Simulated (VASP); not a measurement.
# Nb (Im-3m) in VASP: a series of runs

Nb is run at these levels: r2SCAN; tasks: single point.

Everything below comes from runs of VASP 6.6.1. Logs are shortened: lines on timing, memory, paths and dates and some standing lists are left out, and cuts for length are marked.

## Step 1: The cell of the first run

It takes space group Im-3m (No. 229, cubic). Conventional cell: a = 3.305 Å, b = 3.305 Å, c = 3.305 Å, α = 90.00°, β = 90.00°, γ = 90.00°. Nb (site symmetry m-3m) has 14 Nb at 2.86 to 3.30 Å within 3.8 Å.

## Step 2: Single point, r2SCAN

Input file POSCAR:

```
Nb
1.0
   -1.6522818520      1.6522818520      1.6522818520
    1.6522818520     -1.6522818520      1.6522818520
    1.6522818520      1.6522818520     -1.6522818520
Nb
1
Direct
    0.0000000000      0.0000000000      0.0000000000
```

Input file INCAR.step1:

```
ALGO = Normal
EDIFF = 1E-4
ENCUT = 520
GGA = PE
ISMEAR = 0
LASPH = True
LCHARG = False
LREAL = False
LWAVE = True
NBANDS = 12
NELM = 60
PREC = Accurate
SIGMA = 0.1
```

Input file INCAR.step2:

```
ALGO = Normal
EDIFF = 1E-6
ENCUT = 520
ISIF = 2
ISMEAR = 0
ISTART = 1
LASPH = True
LCHARG = False
LMIXTAU = True
LREAL = False
LWAVE = False
METAGGA = R2SCAN
NBANDS = 12
NELM = 60
PREC = Accurate
SIGMA = 0.1
```

Input file KPOINTS:

```
k-points
0
Gamma
  18 18 18
```

Potentials or basis: VASP PAW PBE potentials, release 64 (Nb_sv).

Started as:

```console
$ cat potpaw_PBE.64/Nb_sv/POTCAR > POTCAR
$ cp INCAR.step1 INCAR
$ mpirun -np 1 vasp_std > vasp.out
$ cp INCAR.step2 INCAR
$ mpirun -np 1 vasp_std > vasp.out
```

OUTCAR:

```text
EDIFF = 1E-6
   ENCUT = 520
   ISIF = 2
   ISMEAR = 0
   ISTART = 1
   LASPH = True
   LREAL = False
   METAGGA = R2SCAN
   NELM = 60
   PREC = Accurate

 ion  position               nearest neighbor table
   1  0.000  0.000  0.000-

  LATTYP: Found a body centered cubic cell.
 ALAT       =     3.3045637040

  Lattice vectors:

 A1 = (  -1.6522818520,   1.6522818520,   1.6522818520)
 A2 = (   1.6522818520,  -1.6522818520,   1.6522818520)
 A3 = (   1.6522818520,   1.6522818520,  -1.6522818520)

Analysis of symmetry for initial positions (statically):
=====================================================================
 Subroutine PRICEL returns:
 Original cell was already a primitive cell.

 Routine SETGRP: Setting up the symmetry group for a
 body centered cubic supercell.

 Subroutine GETGRP returns: Found 48 space group operations
 (whereof 48 operations were pure point group operations)
 out of a pool of 48 trial point group operations.

The static configuration has the point symmetry O_h .

Analysis of symmetry for dynamics (positions and initial velocities):
=====================================================================
 Subroutine PRICEL returns:
 Original cell was already a primitive cell.

 Routine SETGRP: Setting up the symmetry group for a
 body centered cubic supercell.

 Subroutine GETGRP returns: Found 48 space group operations
 (whereof 48 operations were pure point group operations)
 out of a pool of 48 trial point group operations.

The dynamic configuration has the point symmetry O_h .

 Subroutine INISYM returns: Found 48 space group operations
 (whereof 48 operations are pure point group operations),
 and found     1 'primitive' translations

----------------------------------------------------------------------------------------

                                     Primitive cell

  volume of cell :      18.0432

  direct lattice vectors                    reciprocal lattice vectors
    -1.652281852  1.652281852  1.652281852     0.000000000  0.302611809  0.302611809
     1.652281852 -1.652281852  1.652281852     0.302611809  0.000000000  0.302611809
     1.652281852  1.652281852 -1.652281852     0.302611809  0.302611809  0.000000000

  length of vectors
     2.861836116  2.861836116  2.861836116     0.427957724  0.427957724  0.427957724

  position of ions in fractional coordinates (direct lattice)
     0.000000000  0.000000000  0.000000000

  ion indices of the primitive-cell ions
   primitive index   ion index
                 1           1

----------------------------------------------------------------------------------------

 KPOINTS: k-points

Automatic generation of k-mesh.
 Grid dimensions read from file:
 generate k-points for:   18   18   18

 Generating k-lattice:

  Cartesian coordinates                     Fractional coordinates (reciprocal lattice)
     0.000000000  0.016811767  0.016811767     0.055555556  0.000000000  0.000000000
     0.016811767  0.000000000  0.016811767     0.000000000  0.055555556  0.000000000
     0.016811767  0.016811767  0.000000000     0.000000000  0.000000000  0.055555556

  Length of vectors
     0.023775429  0.023775429  0.023775429

  Shift w.r.t. Gamma in fractional coordinates (k-lattice)
     0.000000000  0.000000000  0.000000000

 Subroutine IBZKPT returns following result:
 ===========================================

 Found    195 irreducible k-points:

 Following reciprocal coordinates:
            Coordinates               Weight
  0.000000  0.000000  0.000000      1.000000
  0.055556  0.000000  0.000000     12.000000
  0.111111  0.000000  0.000000     12.000000
  0.166667  0.000000  0.000000     12.000000
  0.222222  0.000000  0.000000     12.000000
  0.277778  0.000000  0.000000     12.000000
[... 16 lines left out ...]
  0.333333  0.111111  0.000000     48.000000
  0.388889  0.111111  0.000000     48.000000
 [... further k-points ...]
   k-points           NKPTS =    195   k-points in BZ     NKDIM =    195   number of bands    NBANDS=     12
   number of dos      NEDOS =    301   number of ions     NIONS =      1
   total plane-waves  NPLWV =  13824
   dimension x,y,z NGX =    24 NGY =   24 NGZ =   24
   dimension x,y,z NGXF=    48 NGYF=   48 NGZF=   48
   ions per type =               1
   NGX,Y,Z   is equivalent  to a cutoff of  13.94, 13.94, 13.94 a.u.
   NGXF,Y,Z  is equivalent  to a cutoff of  27.88, 27.88, 27.88 a.u.
 SYSTEM =  unknown system
   PREC   = accura    normal or accurate (medium, high low for compatibility)
   ISTART =      1    job   : 0-new  1-cont  2-samecut
   ICHARG =      0    charge: 1-file 2-atom 10-const
   ISPIN  =      1    spin polarized calculation?
   LNONCOLLINEAR =      F non collinear calculations
   LSORBIT =      F    spin-orbit coupling
   LASPH  =      T    aspherical Exc in radial PAW
   ENCUT  =  520.0 eV  38.22 Ry    6.18 a.u.   5.32  5.32  5.32*2*pi/ulx,y,z
   NELM   =     60;   NELMIN=  2; NELMDL=  0     # of ELM steps
   EDIFF  = 0.1E-05   stopping-criterion for ELM
   LREAL  =      F    real-space projection
   EDIFFG = 0.1E-04   stopping-criterion for IOM
   NSW    =      0    number of steps for IOM
   IBRION =     -1    ionic relax: 0-MD 1-quasi-New 2-CG
   NFREE  =      0    steps in history (QN), initial steepest desc. (CG)
   ISIF   =      2    stress and relaxation
   ISYM   =      2    0-nonsym 1-usesym 2-fastsym
   POTIM  = 0.5000    time-step for ionic-motion
   TEBEG  =    0.0;   TEEND  =   0.0 temperature during run
   PSTRESS=    0.0 pullay stress
   NELECT =      13.0000    total number of electrons
   NUPDOWN=      -1.0000    fix difference up-down
   EMIN   =  10.00;   EMAX   =-10.00  energy-range for DOS
   EFERMI =   0.00;   METHOD = LEGACY
   ISMEAR =     0;   SIGMA  =   0.10  broadening in eV -4-tet -1-fermi 0-gaus
   EFERMI_NEDOS =   21; number of points for ismear=-14 and -15
   IALGO  =     38    algorithm
   IMIX   =      4    mixing-type and parameters
     AMIX     =   0.40;   BMIX     =  1.00
     AMIX_MAG =   1.60;   BMIX_MAG =  1.00
  volume/ion in A,a.u.               =      18.04       121.76
  Fermi-wavevector in a.u.,A,eV,Ry     =   1.467636  2.773431 29.306360  2.153957
  Thomas-Fermi vector in A             =   2.583230
   LORBIT       =      0    0 simple, 1 ext, 2 COOP (PROOUT), +10 PAW based schemes
   METAGGA = R2SCAN    functional components
   LHFCALC =     F    Hartree Fock is set to
   AEXX    =    0.0000 exact exchange contribution
   IVDW    =     0    specifies the selected vdW correction
   LEPSILON=     F    determine dielectric tensor
   LRPA    =     F    only Hartree local field effects (RPA)
 non-spin polarized calculation
 Gauss-broadening in eV      SIGMA  =   0.10
  energy-cutoff  :      520.00
  volume of cell :       18.04
 maximum number of plane-waves:       498
 NGX is ok and might be reduce to    24
   NGX = 11   NGY = 11   NGZ = 11

 number of electron      13.0000000 magnetization

 Free energy of the ion-electron system (eV)
  ---------------------------------------------------
  ext. energy  EPLUGINS =         0.00000000
  ---------------------------------------------------
  free energy    TOTEN  =       -24.84664997 eV

  energy without entropy =      -24.83869368  energy(sigma->0) =      -24.84267183

 E-fermi :  11.0897     XC(G=0): -13.6172

 val. band max:       11.0864750392   @ k =  -0.2222   0.2778   0.1111
 cond. band min:      11.1026290650   @ k =  -0.3333   0.4444   0.0556
 fundamental gap:      0.0161540258
 Fermi energy:        11.0896768896

 k-point     1 :       0.0000    0.0000    0.0000
  band No.  band energies     occupation
      1     -45.0489      2.00000
      2     -19.5916      2.00000
      3     -19.5916      2.00000
      4     -19.5916      2.00000
      5       4.8271      2.00000
      6      11.5549      0.00000
      7      11.5549      0.00000
      8      11.5549      0.00000
      9      14.6724      0.00000
     10      14.6724      0.00000
     11      25.9844      0.00000
     12      25.9844      0.00000

 k-point     2 :       0.0556    0.0000    0.0000
  band No.  band energies     occupation
      1     -45.0410      2.00000
      2     -19.6386      2.00000
      3     -19.6057      2.00000
      4     -19.5920      2.00000
      5       4.9610      2.00000
      6      11.4704      0.00000
      7      11.5338      0.00000
      8      11.6815      0.00000
      9      14.5393      0.00000
     10      14.6713      0.00000
     11      26.0953      0.00000
     12      26.2170      0.00000

 k-point     3 :       0.1111    0.0000    0.0000
  band No.  band energies     occupation
      1     -45.0183      2.00000
      2     -19.7725      2.00000
      3     -19.6460      2.00000
      4     -19.5932      2.00000
      5       5.3457      2.00000
      6      11.2373      0.03683
      7      11.4467      0.00000
      8      12.0570      0.00000
      9      14.2540      0.00000
     10      14.6753      0.00000
     11      26.3669      0.00000
     12      26.8921      0.00000

 k-point     4 :       0.1667    0.0000    0.0000
  band No.  band energies     occupation
      1     -44.9833      2.00000
      2     -19.9737      2.00000
      3     -19.7073      2.00000
      4     -19.5950      2.00000
      5       5.9233      2.00000
      6      10.9051      1.99094
      7      11.2602      0.01587
      8      12.6664      0.00000
      9      14.0444      0.00000
     10      14.7017      0.00000
     11      26.5873      0.00000
     12      27.8388      0.00000

 k-point     5 :       0.2222    0.0000    0.0000
  band No.  band energies     occupation
      1     -44.9400      2.00000
      2     -20.2143      2.00000
      3     -19.7815      2.00000
      4     -19.5972      2.00000
      5       6.5775      2.00000
      6      10.5318      2.00000
      7      11.0517      1.40879
      8      13.4832      0.00000
      9      14.0389      0.00000
     10      14.7684      0.00000
     11      26.4128      0.00000
     12      28.0077      0.00000
[... 228 lines left out ...]
      1     -44.8793      2.00000
      2     -20.4950      2.00000
      3     -19.8763      2.00000
      4     -19.6564      2.00000
      5       7.4599      2.00000
      6      10.1672      2.00000
      7      10.6515      2.00000
      8      13.8625      0.00000
      9      15.0179      0.00000
     10      15.2318      0.00000
     11      26.0854      0.00000
     12      27.2886      0.00000

 k-point    22 :       0.2778    0.1111    0.0000
  band No.  band energies     occupation
      1     -44.8380      2.00000
      2     -20.6886      2.00000
      3     -19.9639      2.00000
      4     -19.6615      2.00000
      5       7.7189      2.00000
      6       9.8793      2.00000
      7      10.9764      1.89074
      8      14.1188      0.00000
      9      15.3247      0.00000
     10      16.1825      0.00000
     11      25.1191      0.00000
     12      26.2864      0.00000

 k-point    23 :       0.3333    0.1111    0.0000
  band No.  band energies     occupation
      1     -44.8040      2.00000
      2     -20.8430      2.00000
      3     -20.0359      2.00000
      4     -19.6651      2.00000
      5       7.7054      2.00000
      6       9.6689      2.00000
      7      11.5991      0.00000
      8      14.3876      0.00000
      9      15.4666      0.00000
     10      17.2685      0.00000
     11      24.2989      0.00000
     12      25.1136      0.00000

 k-point    24 :       0.3889    0.1111    0.0000
  band No.  band energies     occupation
      1     -44.7817      2.00000
      2     -20.9423      2.00000
      3     -20.0828      2.00000
      4     -19.6673      2.00000
      5       7.6169      2.00000
      6       9.5397      2.00000
      7      12.1953      0.00000
      8      14.5203      0.00000
      9      15.6515      0.00000
     10      18.1195      0.00000
     11      23.6437      0.00000
     12      24.2708      0.00000

 [... further k-points ...]

------------------------ aborting loop because EDIFF is reached ----------------------------------------

  FORCE on cell =-STRESS in cart. coord.  units (eV):
  Direction    XX          YY          ZZ          XY          YZ          ZX
  --------------------------------------------------------------------------------------
  -------------------------------------------------------------------------------------
  Total       -0.0195081     -0.0195081     -0.0195081      0.0000000     -0.0000000      0.0000000
  in kB       -1.7322621     -1.7322621     -1.7322621      0.0000000     -0.0000000      0.0000000
  external PRESSURE =      -1.7322621 kB  Pullay stress =       0.0000000 kB

 VOLUME and BASIS-vectors are now :
 -----------------------------------------------------------------------------
  energy-cutoff  :      520.00
  volume of cell :       18.04
      direct lattice vectors                 reciprocal lattice vectors
    -1.652281852  1.652281852  1.652281852     0.000000000  0.302611809  0.302611809
     1.652281852 -1.652281852  1.652281852     0.302611809  0.000000000  0.302611809
     1.652281852  1.652281852 -1.652281852     0.302611809  0.302611809  0.000000000

 POSITION                                       TOTAL-FORCE (eV/Angst)
 -----------------------------------------------------------------------------------
      0.00000      0.00000      0.00000         0.000000      0.000000      0.000000
 -----------------------------------------------------------------------------------
    total drift:                                0.000000      0.000000     -0.000000

  FREE ENERGIE OF THE ION-ELECTRON SYSTEM (eV)
  ---------------------------------------------------
  free  energy   TOTEN  =       -24.8466499744 eV

  energy  without entropy=      -24.8386936771  energy(sigma->0) =      -24.84267183
```

It took 46 s on 1 thread of Intel Xeon 6975P-C (Granite Rapids), shared host; peak memory 0.17 GiB.

Results:

| Item | Value |
| --- | --- |
| Free energy | -24.8466 eV |
| Pressure | -0.2 GPa |

Levels at points of the mesh, in eV from the Fermi level:
| k point | band 3 | band 4 | band 5 | band 6 | band 7 | band 8 | band 9 | band 10 |
| --- | --- | --- | --- | --- | --- | --- | --- | --- |
| (0.00, 0.00, 0.00) | -30.68 | -30.68 | -6.26 | 0.47 | 0.47 | 0.47 | 3.58 | 3.58 |
| (0.50, 0.00, 0.00) | -31.13 | -30.70 | -3.88 | -1.68 | 2.27 | 3.60 | 4.32 | 6.66 |
| (0.50, 0.50, 0.50) | -31.66 | -31.66 | -3.86 | -3.86 | 5.87 | 5.87 | 5.87 | 9.53 |

Caveat: the PAW data sets were made with another functional, which shifts forces and pressure a little.

## Step 3: Single point, r2SCAN (volume scaled by 1.03)

Input file POSCAR:

```
Nb
1.0
   -1.6686421422      1.6686421422      1.6686421422
    1.6686421422     -1.6686421422      1.6686421422
    1.6686421422      1.6686421422     -1.6686421422
Nb
1
Direct
    0.0000000000      0.0000000000      0.0000000000
```

Input file INCAR.step1:

```
SYSTEM = Nb
  PREC = Accurate
  ENCUT = 520
  ISMEAR = 0
  SIGMA = 0.1
  LREAL = .False.
  LASPH = .True.
  NELM = 60
  NBANDS = 12
  GGA = PE
  ALGO = Normal
  EDIFF = 1E-4
  LWAVE = .True.
  LCHARG = .False.
```

Input file INCAR.step2:

```
SYSTEM = Nb
  PREC = Accurate
  ENCUT = 520
  EDIFF = 1E-6
  ISMEAR = 0
  SIGMA = 0.1
  LREAL = .False.
  LASPH = .True.
  NELM = 60
  ALGO = Normal
  ISIF = 2
  LWAVE = .False.
  LCHARG = .False.
  METAGGA = R2SCAN
  LMIXTAU = .True.
  NBANDS = 12
  ISTART = 1
```

Input file KPOINTS:

```
Automatic mesh
0
Gamma
  18 18 18
  0 0 0
```

Potentials or basis: VASP PAW PBE potentials, release 64 (Nb_sv).

Started as:

```console
$ cat potpaw_PBE.64/Nb_sv/POTCAR > POTCAR
$ cp INCAR.step1 INCAR
$ mpirun -np 1 vasp_std > vasp.out
$ cp INCAR.step2 INCAR
$ mpirun -np 1 vasp_std > vasp.out
```

Wall time 49 s (1 thread of Intel Xeon 6975P-C (Granite Rapids), shared host); peak memory 0.17 GiB.

It converged, with:

```
Free energy : -24.8378 eV
Pressure    : -5.1 GPa
```

Levels at points of the mesh, in eV from the Fermi level:
| k point | band 3 | band 4 | band 5 | band 6 | band 7 | band 8 | band 9 | band 10 |
| --- | --- | --- | --- | --- | --- | --- | --- | --- |
| (0.00, 0.00, 0.00) | -30.79 | -30.79 | -6.21 | 0.47 | 0.47 | 0.47 | 3.49 | 3.49 |
| (0.50, 0.00, 0.00) | -31.20 | -30.80 | -3.75 | -1.60 | 2.11 | 3.49 | 4.19 | 6.42 |
| (0.50, 0.50, 0.50) | -31.69 | -31.69 | -3.68 | -3.68 | 5.66 | 5.66 | 5.66 | 9.27 |

Caveat: the PAW data sets were made with another functional, which shifts forces and pressure a little.
